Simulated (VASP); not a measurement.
Runs of VASP 6.6.1 on SiC (Moissanite 3C). The structure is that of space group F-43m (No. 216), or close to it. The cells are those of the table. 

```tsv
cell	gap on the mesh (eV)	pressure (GPa)
a = 3.040 Å, angles 60.0°, 2 atoms	1.32	13.1
a = 3.082 Å, angles 60.0°, 2 atoms	(b)	3.2
a = 3.102 Å, angles 60.0°, 2 atoms	1.37	-1.1
a = 3.122 Å, angles 60.0°, 2 atoms	1.39	-5.0
a = 3.019 Å, angles 60.0°, 2 atoms	(c)	(a)
```

Alike in all rows: task single point; level PBE; potentials or basis VASP PAW PBE potentials, release 64 (Si, C); no spin polarisation; k mesh 8 × 8 × 8; cutoff (eV) 520; smearing gaussian 0.01 eV.

Q: Estimate the missing entries.

A: (a) 18.9; (b) 1.36; (c) 1.30.

A k mesh can miss the band edges.
